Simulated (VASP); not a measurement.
A run of VASP 6.6.1 is set up as follows.

File INCAR:

```
ALGO = Fast
DIPOL = 0.5 0.5 0.500
EDIFF = 1E-6
ENCUT = 520
GGA = PS
IDIPOL = 3
ISIF = 2
ISMEAR = 0
LASPH = T
LCHARG = T
LDIPOL = T
LELF = T
LREAL = F
LVACPOTAV = T
LVHAR = T
LWAVE = F
NBANDS = 44
NELM = 60
PREC = Accurate
SIGMA = 0.1
```

KPOINTS

```
k-points
0
Gamma
  9 7 1
```

Contents of POSCAR:

```
Ca
1.0
    3.8570176973      0.0000000000      0.0000000000
    0.0000000000      5.4546467378      0.0000000000
    0.0000000000      0.0000000000     26.5710530919
Ca
7
Direct
    0.5000000000      0.5000000000      0.2822620531
    0.0000000000      0.0000000000      0.3548413688
    0.5000000000      0.5000000000      0.4274206844
    0.0000000000      0.0000000000      0.5000000000
    0.5000000000      0.5000000000      0.5725793156
    0.0000000000      0.0000000000      0.6451586312
    0.5000000000      0.5000000000      0.7177379469
```

Potentials or basis: VASP PAW PBE potentials, release 64 (Ca_sv).

The run is started by

```sh
$ cat potpaw_PBE.64/Ca_sv/POTCAR > POTCAR
$ mpirun -np 1 vasp_std > vasp.out
```

(1) Predict the band gap on the k mesh.

(2) Predict the largest force.

## Answers

(1) zero (bands 35 and 36 overlap by 0.24 eV).

(2) 0.070 eV/Å.

Caveat: the PAW data sets were made with another functional, which shifts forces and pressure a little.
